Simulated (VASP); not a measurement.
# KFeAs2 (I-4m2) in VASP: single point with PBE+U

Aim: the single point of KFeAs2 with PBE+U.

Everything below comes from runs of VASP 6.6.1. Logs are shortened: lines on timing, memory, paths and dates and some standing lists are left out, and cuts for length are marked.

### Step 1. The cell of the first run

The structure is tetragonal, space group I-4m2 (No. 119). Conventional cell: a = 3.961 Å, b = 3.961 Å, c = 12.766 Å, α = 90.00°, β = 90.00°, γ = 90.00°. As (site symmetry 2mm) has 2 Fe at 2.23 Å within 3.0 Å. Fe (site symmetry -4m2) has 4 As at 2.23 Å within 3.0 Å. Within 4.6 Å of K (site symmetry -4m2) lie 10 As at 3.54 to 4.22 Å and 4 Fe at 3.76 Å and 4 K at 3.96 Å.

### Step 2. Single point, PBE+U, collinear spin, ferromagnetic start

File INCAR:

```
ALGO = Normal
EDIFF = 1E-6
ENCUT = 520
GGA = PE
ISIF = 2
ISMEAR = -1
ISPIN = 2
LASPH = True
LCHARG = True
LDAU = True
LDAUJ = 0 0 0
LDAUL = -1 2 -1
LDAUPRINT = 1
LDAUTYPE = 2
LDAUU = 0 1 0
LELF = True
LMAXMIX = 4
LORBIT = 11
LREAL = False
LVHAR = True
LWAVE = False
MAGMOM = 0 0 3 0
NBANDS = 26
NELM = 150
PREC = Accurate
SIGMA = 0.05
```

File KPOINTS:

```
k-points
0
Gamma
  9 9 9
```

File POSCAR:

```
KFeAs2
1.0
   -1.9803680000      1.9803680000      6.3830190000
    1.9803680000     -1.9803680000      6.3830190000
    1.9803680000      1.9803680000     -6.3830190000
As Fe K
2 1 1
Direct
    0.3307380000      0.3307380000      0.0000000000
    0.6692620000      0.6692620000      0.0000000000
    0.2500000000      0.7500000000      0.5000000000
    0.0000000000      0.0000000000      0.0000000000
```

Potentials or basis: VASP PAW PBE potentials, release 64 (As, Fe, K_sv).

The run is started by

```bash
$ cat potpaw_PBE.64/As/POTCAR potpaw_PBE.64/Fe/POTCAR potpaw_PBE.64/K_sv/POTCAR > POTCAR
$ mpirun -np 1 vasp_std > vasp.out
```

OUTCAR:

```text
EDIFF = 1E-6
   ENCUT = 520
   GGA = PE
   ISIF = 2
   ISMEAR = -1
   ISPIN = 2
   LASPH = True
   LORBIT = 11
   LREAL = False
   NELM = 150
   PREC = Accurate

 ion  position               nearest neighbor table
   1  0.331  0.331  0.000-   3 2.23   3 2.23
   2  0.669  0.669  0.000-   3 2.23   3 2.23
   3  0.250  0.750  0.500-   1 2.23   2 2.23   1 2.23   2 2.23
   4  0.000  0.000  0.000-

  LATTYP: Found a body centered tetragonal cell.
 ALAT       =     3.9607360000
 C/A-ratio  =     3.2231479200

  Lattice vectors:

 A1 = (  -1.9803680000,   1.9803680000,   6.3830190000)
 A2 = (   1.9803680000,  -1.9803680000,   6.3830190000)
 A3 = (   1.9803680000,   1.9803680000,  -6.3830190000)

Analysis of symmetry for initial positions (statically):
=====================================================================
 Subroutine PRICEL returns:
 Original cell was already a primitive cell.

 Routine SETGRP: Setting up the symmetry group for a
 body centered tetragonal supercell.

 Subroutine GETGRP returns: Found  8 space group operations
 (whereof  8 operations were pure point group operations)
 out of a pool of 16 trial point group operations.

The static configuration has the point symmetry D_2d.

Analysis of symmetry for dynamics (positions and initial velocities):
=====================================================================
 Subroutine PRICEL returns:
 Original cell was already a primitive cell.

 Routine SETGRP: Setting up the symmetry group for a
 body centered tetragonal supercell.

 Subroutine GETGRP returns: Found  8 space group operations
 (whereof  8 operations were pure point group operations)
 out of a pool of 16 trial point group operations.

The dynamic configuration has the point symmetry D_2d.

Analysis of structural, dynamic, and magnetic symmetry:
=====================================================================
[... 181 lines left out ...]
  o =  0.5461  v =  0.0000  0.0000  0.0000  0.0000  0.0000  0.0000 -0.0021  0.0000  1.0000 -0.0000      0.0000  0.0000  0.0000  0.0000  0.0000  0.0000  0.0000  0.0000  0.0000  0.0000
  o =  0.6001  v =  0.0000  0.0000  0.0000  0.0000  0.0000  0.0000 -0.0000 -0.0000  0.0000  1.0000      0.0000  0.0000  0.0000  0.0000  0.0000  0.0000  0.0000  0.0000  0.0000  0.0000
  o =  0.7210  v =  0.0000  0.0000 -0.0000 -0.0000 -1.0000  0.0000  0.0000  0.0000  0.0000  0.0000      0.0000  0.0000  0.0000  0.0000  0.0000  0.0000  0.0000  0.0000  0.0000  0.0000
  o =  0.7741  v =  0.0000 -0.0061 -0.0000 -1.0000  0.0000  0.0000  0.0000  0.0000  0.0000  0.0000      0.0000  0.0000  0.0000  0.0000  0.0000  0.0000  0.0000  0.0000  0.0000  0.0000
  o =  0.7741  v =  0.0000 -1.0000 -0.0000  0.0061 -0.0000  0.0000  0.0000  0.0000  0.0000  0.0000      0.0000  0.0000  0.0000  0.0000  0.0000  0.0000  0.0000  0.0000  0.0000  0.0000
  o =  0.8209  v =  1.0000  0.0000  0.0000  0.0000  0.0000  0.0000  0.0000  0.0000  0.0000  0.0000      0.0000  0.0000  0.0000  0.0000  0.0000  0.0000  0.0000  0.0000  0.0000  0.0000
  o =  0.8687  v =  0.0000 -0.0000  1.0000 -0.0000 -0.0000  0.0000  0.0000  0.0000  0.0000  0.0000      0.0000  0.0000  0.0000  0.0000  0.0000  0.0000  0.0000  0.0000  0.0000  0.0000

 number of electron      27.0000000 magnetization       1.2955517

 Free energy of the ion-electron system (eV)
  ---------------------------------------------------
  ext. energy  EPLUGINS =         0.00000000
  ---------------------------------------------------
  free energy    TOTEN  =       -17.86772097 eV

  energy without entropy =      -17.84108277  energy(sigma->0) =      -17.85440187

 E-fermi :   2.5375     XC(G=0):  -8.9448

 val. band max:        2.5348716423   @ k =   0.3333   0.2222   0.1111
 cond. band min:       2.5380239139   @ k =  -0.3333   0.3333   0.1111
 fundamental gap:      0.0031522716
 Fermi energy:         2.5375237863

 spin component 1

 k-point     1 :       0.0000    0.0000    0.0000
  band No.  band energies     occupation
      1     -28.1081      1.00000
      2     -11.6136      1.00000
      3     -11.5596      1.00000
      4     -11.5596      1.00000
      5      -9.1402      1.00000
      6      -7.3060      1.00000
[... 1337 lines left out ...]
     24       9.9810      0.00000
     25      11.6946      0.00000

 [... further k-points ...]

 [bands above 25 left out]

------------------------ aborting loop because EDIFF is reached ----------------------------------------

  FORCE on cell =-STRESS in cart. coord.  units (eV):
  Direction    XX          YY          ZZ          XY          YZ          ZX
  --------------------------------------------------------------------------------------
  -------------------------------------------------------------------------------------
  Total        0.9774663      0.9774663      0.1222267      0.0000000      0.0000000      0.0000000
  in kB       15.6399170     15.6399170      1.9556847      0.0000000      0.0000000      0.0000000
  external PRESSURE =      11.0785062 kB  Pullay stress =       0.0000000 kB

 VOLUME and BASIS-vectors are now :
 -----------------------------------------------------------------------------
  energy-cutoff  :      520.00
  volume of cell :      100.13
      direct lattice vectors                 reciprocal lattice vectors
    -1.980368000  1.980368000  6.383019000     0.000000000  0.252478327  0.078332839
     1.980368000 -1.980368000  6.383019000     0.252478327  0.000000000  0.078332839
     1.980368000  1.980368000 -6.383019000     0.252478327  0.252478327  0.000000000

 POSITION                                       TOTAL-FORCE (eV/Angst)
 -----------------------------------------------------------------------------------
      0.00000      0.00000      4.22221        -0.000000     -0.000000      0.121359
      0.00000      0.00000      8.54382         0.000000      0.000000     -0.121359
      1.98037      0.00000      3.19151         0.000000      0.000000      0.000000
      0.00000      0.00000      0.00000         0.000000      0.000000     -0.000000
 -----------------------------------------------------------------------------------
    total drift:                               -0.000000      0.000000      0.000000

  FREE ENERGIE OF THE ION-ELECTRON SYSTEM (eV)
  ---------------------------------------------------
  free  energy   TOTEN  =       -17.8677209650 eV

  energy  without entropy=      -17.8410827681  energy(sigma->0) =      -17.85440187

 total charge

# of ion       s       p       d       tot
------------------------------------------
    1        1.251   1.482   0.042   2.776
    2        1.251   1.482   0.042   2.776
    3        0.493   0.531   6.456   7.480
    4        1.960   5.577   0.032   7.570
--------------------------------------------------
tot          4.955   9.073   6.573  20.601

 magnetization (x)

# of ion       s       p       d       tot
------------------------------------------
    1       -0.001  -0.076   0.004  -0.074
    2       -0.001  -0.076   0.004  -0.074
    3        0.027   0.028   1.430   1.484
    4       -0.001  -0.001   0.000  -0.002
--------------------------------------------------
tot          0.023  -0.126   1.437   1.335
```

It took 36 min on 1 thread of AMD EPYC 7R13, shared host; peak memory 0.7 GiB.

What came out:

* Free energy: -17.8677 eV
* Pressure: 1.1 GPa
* Largest force: 0.121 eV/Å
* Net moment: 1.30 μB per cell
* Site moments: As -0.07; Fe +1.48; K -0.00 μB
* Valence electrons inside the program's atomic spheres: As 2.78; Fe 7.48; K 7.57

Forces on the atoms (eV/Å):
```
As   0.000  0.000  0.121
As   0.000  0.000 -0.121
Fe   0.000  0.000  0.000
K    0.000  0.000  0.000
```

Stress tensor (GPa, compression positive):
```
1.56 0.00 0.00
0.00 1.56 0.00
0.00 0.00 0.20
```

Levels at points of the mesh, in eV from the Fermi level:
Spin up:
```tsv
k point	band 12	band 13	band 14	band 15	band 16	band 17
(0.00, 0.00, 0.00)	-1.22	-0.95	-0.95	2.46	2.46	2.46
```
Spin down:
```csv
k point,band 10,band 11,band 12,band 13,band 14,band 15,band 16,band 17
"(0.00, 0.00, 0.00)",-2.59,-0.79,-0.79,-0.40,0.42,2.93,2.93,3.05
```

Eigenvalues of the final occupation matrices:
| site | spin | trace | eigenvalues |
| --- | --- | --- | --- |
| site 3 d | 1 | 3.96 | 0.72 0.77 0.77 0.82 0.87 |
| site 3 d | 2 | 2.53 | 0.37 0.46 0.55 0.55 0.60 |

Caveat: a cell with one magnetic atom can't hold antiferromagnetic order, which such compounds often take; the U is typed as a test and isn't derived for this compound. The state reached can hang on the start; a lower one may exist.
